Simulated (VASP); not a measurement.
# AlN (Cm) in VASP: notebook

The runs below take AlN through single point, with PBE.

Program: VASP 6.6.1. These are calculated values, not measurements. Logs are shortened: lines on timing, memory, paths and dates and some standing lists are left out, and cuts for length are marked.

## 1. The cell of the first run

It takes space group Cm (No. 8, monoclinic). Conventional cell: a = 5.739 Å, b = 3.313 Å, c = 4.188 Å, α = 90.00°, β = 90.00°, γ = 90.00°. Within 2.4 Å of Al (site symmetry m) lie 5 N at 1.84 to 2.19 Å. Within 2.5 Å of Al (site symmetry m) lie 5 N at 1.88 to 2.19 Å. Within 2.5 Å of N (site symmetry m) lie 5 Al at 1.88 to 2.19 Å. N (site symmetry m) has 5 Al at 1.84 to 2.19 Å within 2.4 Å.

## 2. Single point, PBE (mode 4 frozen in at -0.062 Å and mode 10 at -0.053 Å (largest displacements))

INCAR reads:

```
ALGO     = Normal         # electronic algorithm
EDIFF    = 1E-6           # SCF threshold, eV
ENCUT    = 520            # plane-wave cutoff, eV
GGA      = PE             # functional
ISIF     = 2              # what is computed and relaxed
ISMEAR   = 0              # smearing method
LASPH    = T              # aspherical terms in the spheres
LCHARG   = F              # write CHGCAR
LREAL    = F              # projectors in reciprocal space
LWAVE    = F              # write WAVECAR
NBANDS   = 16             # bands
NELM     = 60             # most SCF steps
PREC     = Accurate       # precision mode
SIGMA    = 0.05           # smearing width, eV
```

KPOINTS reads:

```
k-points
0
Gamma
  9 9 6
```

POSCAR reads:

```
AlN
1.0
    3.3134793407      0.0000000000      0.0000000000
   -1.6567396703      2.8695572839      0.0000000000
    0.0000000000      0.0000000000      4.1875902417
Al N
2 2
Direct
    0.3381093678      0.6762187355      0.7576365105
    0.6714427011      0.3428854022      0.2576365105
    0.3241333079      0.6482666158      0.2352898692
    0.6574666412      0.3149332825      0.7352898692
```

Potentials or basis: VASP PAW PBE potentials, release 64 (Al, N).

On the command line:

```console
$ cat potpaw_PBE.64/Al/POTCAR potpaw_PBE.64/N/POTCAR > POTCAR
$ mpirun -np 1 vasp_std > vasp.out
```

OUTCAR:

```text
EDIFF = 1E-6
   ENCUT = 520
   GGA = PE
   ISIF = 2
   ISMEAR = 0
   LASPH = T
   LREAL = F
   NELM = 60
   PREC = Accurate

 ion  position               nearest neighbor table
   1  0.338  0.676  0.758-   4 1.84   4 1.96   4 1.96   3 2.00   3 2.19   2 2.84   2 2.84   2 2.84
                             2 2.84   2 2.84   2 2.84
   2  0.671  0.343  0.258-   3 1.88   3 1.88   3 2.00   4 2.00   4 2.19   1 2.84   1 2.84   1 2.84
                             1 2.84   1 2.84   1 2.84
   3  0.324  0.648  0.235-   2 1.88   2 1.88   2 2.00   1 2.00   1 2.19
   4  0.657  0.315  0.735-   1 1.84   1 1.96   1 1.96   2 2.00   2 2.19

  LATTYP: Found a hexagonal cell.
 ALAT       =     3.3134793407
 C/A-ratio  =     1.2638045423

  Lattice vectors:

 A1 = (   3.3134793407,   0.0000000000,   0.0000000000)
 A2 = (  -1.6567396703,   2.8695572839,   0.0000000000)
 A3 = (   0.0000000000,   0.0000000000,   4.1875902417)

Analysis of symmetry for initial positions (statically):
=====================================================================
 Subroutine PRICEL returns:
 Original cell was already a primitive cell.

 Routine SETGRP: Setting up the symmetry group for a
 hexagonal supercell.

 Subroutine GETGRP returns: Found  2 space group operations
 (whereof  2 operations were pure point group operations)
 out of a pool of 24 trial point group operations.

The static configuration has the point symmetry C_1h.

Analysis of symmetry for dynamics (positions and initial velocities):
=====================================================================
 Subroutine PRICEL returns:
 Original cell was already a primitive cell.

 Routine SETGRP: Setting up the symmetry group for a
 hexagonal supercell.

 Subroutine GETGRP returns: Found  2 space group operations
 (whereof  2 operations were pure point group operations)
 out of a pool of 24 trial point group operations.

The dynamic configuration has the point symmetry C_1h.

 Subroutine INISYM returns: Found  2 space group operations
 (whereof  2 operations are pure point group operations),
 and found     1 'primitive' translations

----------------------------------------------------------------------------------------

                                     Primitive cell

  volume of cell :      39.8165

  direct lattice vectors                    reciprocal lattice vectors
     3.313479341  0.000000000  0.000000000     0.301797566  0.174242906  0.000000000
    -1.656739670  2.869557284  0.000000000     0.000000000  0.348485812  0.000000000
     0.000000000  0.000000000  4.187590242     0.000000000  0.000000000  0.238800824

  length of vectors
     3.313479341  3.313479341  4.187590242     0.348485812  0.348485812  0.238800824

  position of ions in fractional coordinates (direct lattice)
     0.338109368  0.676218736  0.757636510
     0.671442701  0.342885402  0.257636510
     0.324133308  0.648266616  0.235289869
     0.657466641  0.314933283  0.735289869

  ion indices of the primitive-cell ions
   primitive index   ion index
                 1           1
                 2           2
                 3           3
                 4           4

----------------------------------------------------------------------------------------

 KPOINTS: k-points

Automatic generation of k-mesh.
 Grid dimensions read from file:
 generate k-points for:    9    9    6

 Generating k-lattice:

  Cartesian coordinates                     Fractional coordinates (reciprocal lattice)
     0.033533063  0.019360323  0.000000000     0.111111111  0.000000000  0.000000000
     0.000000000  0.038720646  0.000000000     0.000000000  0.111111111  0.000000000
     0.000000000  0.000000000  0.039800137     0.000000000  0.000000000  0.166666667

  Length of vectors
     0.038720646  0.038720646  0.039800137

  Shift w.r.t. Gamma in fractional coordinates (k-lattice)
     0.000000000  0.000000000  0.000000000

 Subroutine IBZKPT returns following result:
 ===========================================

 Found    140 irreducible k-points:

 Following reciprocal coordinates:
            Coordinates               Weight
  0.000000  0.000000  0.000000      1.000000
  0.111111  0.000000  0.000000      4.000000
  0.000000  0.111111  0.000000      2.000000
  0.222222 -0.000000  0.000000      4.000000
  0.000000  0.222222  0.000000      2.000000
  0.333333 -0.000000  0.000000      4.000000
[... 16 lines left out ...]
 -0.222222 -0.444444  0.000000      4.000000
  0.444444  0.333333  0.000000      4.000000
 [... further k-points ...]
   k-points           NKPTS =    140   k-points in BZ     NKDIM =    140   number of bands    NBANDS=     16
   number of dos      NEDOS =    301   number of ions     NIONS =      4
   total plane-waves  NPLWV =  25088
   dimension x,y,z NGX =    28 NGY =   28 NGZ =   32
   dimension x,y,z NGXF=    56 NGYF=   56 NGZF=   64
   ions per type =               2   2
   NGX,Y,Z   is equivalent  to a cutoff of  14.05, 14.05, 12.70 a.u.
   NGXF,Y,Z  is equivalent  to a cutoff of  28.10, 28.10, 25.41 a.u.
 SYSTEM =  unknown system
   PREC   = accura    normal or accurate (medium, high low for compatibility)
   ISTART =      0    job   : 0-new  1-cont  2-samecut
   ICHARG =      2    charge: 1-file 2-atom 10-const
   ISPIN  =      1    spin polarized calculation?
   LNONCOLLINEAR =      F non collinear calculations
   LSORBIT =      F    spin-orbit coupling
   LASPH  =      T    aspherical Exc in radial PAW
   ENCUT  =  520.0 eV  38.22 Ry    6.18 a.u.   6.16  6.16  7.79*2*pi/ulx,y,z
   NELM   =     60;   NELMIN=  2; NELMDL= -5     # of ELM steps
   EDIFF  = 0.1E-05   stopping-criterion for ELM
   LREAL  =      F    real-space projection
   EDIFFG = 0.1E-04   stopping-criterion for IOM
   NSW    =      0    number of steps for IOM
   IBRION =     -1    ionic relax: 0-MD 1-quasi-New 2-CG
   NFREE  =      0    steps in history (QN), initial steepest desc. (CG)
   ISIF   =      2    stress and relaxation
   ISYM   =      2    0-nonsym 1-usesym 2-fastsym
   POTIM  = 0.5000    time-step for ionic-motion
   TEBEG  =    0.0;   TEEND  =   0.0 temperature during run
   PSTRESS=    0.0 pullay stress
   NELECT =      16.0000    total number of electrons
   NUPDOWN=      -1.0000    fix difference up-down
   EMIN   =  10.00;   EMAX   =-10.00  energy-range for DOS
   EFERMI =   0.00;   METHOD = LEGACY
   ISMEAR =     0;   SIGMA  =   0.05  broadening in eV -4-tet -1-fermi 0-gaus
   EFERMI_NEDOS =   21; number of points for ismear=-14 and -15
   IALGO  =     38    algorithm
   IMIX   =      4    mixing-type and parameters
     AMIX     =   0.40;   BMIX     =  1.00
     AMIX_MAG =   1.60;   BMIX_MAG =  1.00
  volume/ion in A,a.u.               =       9.95        67.17
  Fermi-wavevector in a.u.,A,eV,Ry     =   1.208074  2.282930 19.856940  1.459444
  Thomas-Fermi vector in A             =   2.343693
   LORBIT       =      0    0 simple, 1 ext, 2 COOP (PROOUT), +10 PAW based schemes
   GGA     = PE    functional components
   LHFCALC =     F    Hartree Fock is set to
   AEXX    =    0.0000 exact exchange contribution
   IVDW    =     0    specifies the selected vdW correction
   LEPSILON=     F    determine dielectric tensor
   LRPA    =     F    only Hartree local field effects (RPA)
 non-spin polarized calculation
 Gauss-broadening in eV      SIGMA  =   0.05
  energy-cutoff  :      520.00
  volume of cell :       39.82
 maximum number of plane-waves:      1090
 NGX is ok and might be reduce to    28
   NGX = 13   NGY = 13   NGZ = 15

 number of electron      15.9999997 magnetization

 Free energy of the ion-electron system (eV)
  ---------------------------------------------------
  ext. energy  EPLUGINS =         0.00000000
  ---------------------------------------------------
  free energy    TOTEN  =       -29.21017736 eV

  energy without entropy =      -29.21017736  energy(sigma->0) =      -29.21017736

 E-fermi :   8.1360     XC(G=0): -11.1537

 val. band max:        7.8819858480   @ k =   0.0000   0.0000   0.0000
 cond. band min:      11.1711420622   @ k =   0.0000   0.0000   0.0000
 fundamental gap:      3.2891562142
 Fermi energy:         8.1360065719

 k-point     1 :       0.0000    0.0000    0.0000
  band No.  band energies     occupation
      1      -8.8448      2.00000
      2      -5.2445      2.00000
      3       1.0904      2.00000
      4       4.6536      2.00000
      5       4.6661      2.00000
      6       6.3415      2.00000
[... 8 lines left out ...]
     15      19.6728      0.00000
     16      19.8926      0.00000

 k-point     2 :       0.1111    0.0000    0.0000
  band No.  band energies     occupation
      1      -8.7054      2.00000
      2      -5.2404      2.00000
      3       1.2413      2.00000
      4       4.1452      2.00000
      5       4.4799      2.00000
      6       5.8417      2.00000
[... 8 lines left out ...]
     15      19.3932      0.00000
     16      19.5996      0.00000

 k-point     3 :       0.0000    0.1111    0.0000
  band No.  band energies     occupation
      1      -8.7054      2.00000
      2      -5.2407      2.00000
      3       1.2413      2.00000
      4       4.1665      2.00000
      5       4.4574      2.00000
      6       5.8391      2.00000
[... 8 lines left out ...]
     15      19.3013      0.00000
     16      19.5439      0.00000

 k-point     4 :       0.2222   -0.0000    0.0000
  band No.  band energies     occupation
      1      -8.3052      2.00000
      2      -5.2726      2.00000
      3       1.6803      2.00000
      4       3.0688      2.00000
      5       4.0743      2.00000
      6       4.9348      2.00000
[... 8 lines left out ...]
     15      18.4356      0.00000
     16      20.3206      0.00000

 k-point     5 :       0.0000    0.2222    0.0000
  band No.  band energies     occupation
      1      -8.3052      2.00000
      2      -5.2735      2.00000
      3       1.6804      2.00000
      4       3.0880      2.00000
      5       4.0547      2.00000
      6       4.9271      2.00000
[... 8 lines left out ...]
     15      18.3440      0.00000
     16      20.3290      0.00000

 k-point     6 :       0.3333   -0.0000    0.0000
  band No.  band energies     occupation
      1      -7.7130      2.00000
      2      -5.4468      2.00000
      3       2.0614      2.00000
      4       2.3674      2.00000
      5       3.7084      2.00000
      6       4.1456      2.00000
[... 8 lines left out ...]
     15      19.3535      0.00000
     16      20.7790      0.00000
[... 267 lines left out ...]
 k-point    21 :      -0.4444    0.2222    0.0000
  band No.  band energies     occupation
      1      -7.3864      2.00000
      2      -5.5719      2.00000
      3       1.9673      2.00000
      4       2.7102      2.00000
      5       2.8881      2.00000
      6       4.4187      2.00000
[... 8 lines left out ...]
     15      20.1821      0.00000
     16      20.5715      0.00000

 k-point    22 :       0.3333    0.2222    0.0000
  band No.  band energies     occupation
      1      -6.8131      2.00000
      2      -5.9246      2.00000
      3       1.4224      2.00000
      4       3.0500      2.00000
      5       3.4978      2.00000
      6       3.8119      2.00000
[... 8 lines left out ...]
     15      20.3784      0.00000
     16      20.6182      0.00000

 k-point    23 :      -0.2222   -0.4444    0.0000
  band No.  band energies     occupation
      1      -6.8122      2.00000
      2      -5.9266      2.00000
      3       1.4310      2.00000
      4       3.0402      2.00000
      5       3.4979      2.00000
      6       3.8109      2.00000
[... 8 lines left out ...]
     15      20.3807      0.00000
     16      20.6235      0.00000

 k-point    24 :       0.4444    0.3333    0.0000
  band No.  band energies     occupation
      1      -6.8137      2.00000
      2      -5.9233      2.00000
      3       1.4178      2.00000
      4       3.0554      2.00000
      5       3.4964      2.00000
      6       3.8128      2.00000
[... 8 lines left out ...]
     15      20.3855      0.00000
     16      20.6207      0.00000

 [... further k-points ...]
[... 5 lines left out ...]
  --------------------------------------------------------------------------------------
  -------------------------------------------------------------------------------------
  Total        0.0215983      0.3468905      0.7401024      0.0000000     -0.1176933     -0.0000000
  in kB        0.8690943     13.9585301     29.7809838      0.0000000     -4.7358612     -0.0000000
  external PRESSURE =      14.8695360 kB  Pullay stress =       0.0000000 kB

 VOLUME and BASIS-vectors are now :
 -----------------------------------------------------------------------------
  energy-cutoff  :      520.00
  volume of cell :       39.82
      direct lattice vectors                 reciprocal lattice vectors
     3.313479341  0.000000000  0.000000000     0.301797566  0.174242906  0.000000000
    -1.656739670  2.869557284  0.000000000     0.000000000  0.348485812  0.000000000
     0.000000000  0.000000000  4.187590242     0.000000000  0.000000000  0.238800824

 POSITION                                       TOTAL-FORCE (eV/Angst)
 -----------------------------------------------------------------------------------
      0.00000      1.94045      3.17267        -0.000000     -1.349376     -0.147200
      1.65674      0.98393      1.07888        -0.000000     -1.035432     -0.149681
      0.00000      1.86024      0.98530         0.000000      1.025121      0.149925
      1.65674      0.90372      3.07909         0.000000      1.359687      0.146956
 -----------------------------------------------------------------------------------
    total drift:                                0.000001      0.000501      0.000432

  FREE ENERGIE OF THE ION-ELECTRON SYSTEM (eV)
  ---------------------------------------------------
  free  energy   TOTEN  =       -29.2101773641 eV

  energy  without entropy=      -29.2101773641  energy(sigma->0) =      -29.21017736
```

It took 36 s on 1 thread of Intel Xeon 6975P-C (Granite Rapids), shared host; peak memory 0.21 GiB.

Results:

```
Free energy            : -29.2102 eV
Pressure               : 1.5 GPa
Largest force          : 1.368 eV/Å
Band gap on the k mesh : 3.29 eV, direct
```

Forces on the atoms (eV/Å):
```
Al   0.000 -1.349 -0.147
Al   0.000 -1.035 -0.150
N    0.000  1.025  0.150
N    0.000  1.360  0.147
```

Caveat: the cell differs from its parent crystal (mode 4 frozen in at -0.062 Å and mode 10 at -0.053 Å (largest displacements)); forces of over 1 eV/Å act on the atoms, so gaps and moduli don't describe the material at rest.

## 3. Single point, PBE (mode 4 frozen in at -0.062 Å and mode 10 at -0.040 Å (largest displacements))

INCAR reads:

```
PREC     = Accurate       # precision mode
ENCUT    = 520            # plane-wave cutoff, eV
EDIFF    = 1E-7           # SCF threshold, eV
ISMEAR   = 0              # smearing method
SIGMA    = 0.05           # smearing width, eV
LREAL    = False          # projectors in reciprocal space
LASPH    = True           # aspherical terms in the spheres
NELM     = 100            # most SCF steps
ALGO     = Normal         # electronic algorithm
ISIF     = 2              # what is computed and relaxed
LWAVE    = False          # write WAVECAR
LCHARG   = False          # write CHGCAR
GGA      = PE             # functional
NBANDS   = 16             # bands
```

KPOINTS reads:

```
Automatic mesh
0
Gamma
  9 9 6
```

POSCAR reads:

```
AlN
1.0
    3.3134793407      0.0000000000      0.0000000000
   -1.6567396703      2.8695572839      0.0000000000
    0.0000000000      0.0000000000      4.1875902417
Al N
2 2
Direct
    0.3369153591      0.6738307183      0.7576365105
    0.6702486925      0.3404973850      0.2576365105
    0.3264333143      0.6528666285      0.2352898692
    0.6597666476      0.3195332952      0.7352898692
```

Potentials or basis: VASP PAW PBE potentials, release 64 (Al, N).

On the command line:

```console
$ cat potpaw_PBE.64/Al/POTCAR potpaw_PBE.64/N/POTCAR > POTCAR
$ mpirun -np 1 vasp_std > vasp.out
```

It took 43 s on 1 thread of Intel Xeon Platinum 8559C (Emerald Rapids), shared host; peak memory 0.21 GiB.

The run converged. Its results:

```
Free energy            : -29.2519 eV
Pressure               : 1.1 GPa
Largest force          : 0.994 eV/Å
Band gap on the k mesh : 3.30 eV, direct
```

Forces on the atoms (eV/Å):
```
Al   0.000 -0.976 -0.157
Al   0.000 -0.800 -0.158
N    0.000  0.795  0.158
N    0.000  0.982  0.157
```

Stress tensor (GPa, compression positive):
```
-0.28  0.00  0.00
 0.00  0.45 -0.35
 0.00 -0.35  3.05
```

Levels at points of the mesh, in eV from the valence-band top:
```
           k point  band 5  band 6  band 7  band 8  band 9  band 10  band 11  band 12
(0.00, 0.00, 0.00)   -3.21   -1.55   -1.55    0.00    3.30     4.42     8.28     8.29
(0.00, 0.00, 0.50)   -2.56   -2.54   -2.29   -2.27    5.65     5.65     8.33     8.34
```

Caveat: the cell differs from its parent crystal (mode 4 frozen in at -0.062 Å and mode 10 at -0.040 Å (largest displacements)).

## 4. Single point, PBE (mode 4 frozen in at -0.062 Å and mode 10 at -0.013 Å (largest displacements))

INCAR reads:

```
SYSTEM = AlN
ALGO = Normal
EDIFF = 1E-6
ENCUT = 520
GGA = PE
ISIF = 2
ISMEAR = 0
LASPH = .TRUE.
LCHARG = .FALSE.
LREAL = .FALSE.
LWAVE = .FALSE.
NBANDS = 16
NELM = 100
PREC = Accurate
SIGMA = 0.05
```

KPOINTS reads:

```
k-points
0
G
  9 9 6
  0 0 0
```

POSCAR reads:

```
AlN
1.0
    3.3134793407      0.0000000000      0.0000000000
   -1.6567396703      2.8695572839      0.0000000000
    0.0000000000      0.0000000000      4.1875902417
Al N
2 2
Direct
    0.3345273419      0.6690546839      0.7576365105
    0.6678606753      0.3357213505      0.2576365105
    0.3310333270      0.6620666539      0.2352898692
    0.6643666603      0.3287333206      0.7352898692
```

On the command line:

```console
$ cat potpaw_PBE.64/Al/POTCAR potpaw_PBE.64/N/POTCAR > POTCAR
$ mpirun -np 1 vasp_std > vasp.out
```

It took 47 s on 1 thread of Intel Xeon Platinum 8559C (Emerald Rapids), shared host; peak memory 0.2 GiB.

Results (log left out):

| Quantity | Value |
| --- | --- |
| Free energy | -29.2992 eV |
| Pressure | 0.6 GPa |
| Largest force | 0.347 eV/Å |
| Band gap on the k mesh | 3.30 eV, direct |

Forces in eV/Å, atoms in the order of the input:
```
Al   0.000 -0.304 -0.168
Al   0.000 -0.284 -0.168
N    0.000  0.284  0.168
N    0.000  0.304  0.168
```

Stress tensor (GPa, compression positive):
```
-0.69  0.00  0.00
 0.00 -0.61 -0.12
 0.00 -0.12  3.16
```

Levels at points of the mesh, in eV from the valence-band top:
| k point | band 4 | band 5 | band 6 | band 7 | band 8 | band 9 | band 10 | band 11 | band 12 | band 13 |
| --- | --- | --- | --- | --- | --- | --- | --- | --- | --- | --- |
| (0.00, 0.00, 0.00) | -3.21 | -3.21 | -1.55 | -1.55 | 0.00 | 3.30 | 4.42 | 8.29 | 8.29 | 11.29 |
| (0.00, 0.00, 0.50) | -3.69 | -2.47 | -2.47 | -2.38 | -2.38 | 5.66 | 5.66 | 8.43 | 8.43 | 8.52 |

Caveat: the cell differs from its parent crystal (mode 4 frozen in at -0.062 Å and mode 10 at -0.013 Å (largest displacements)).
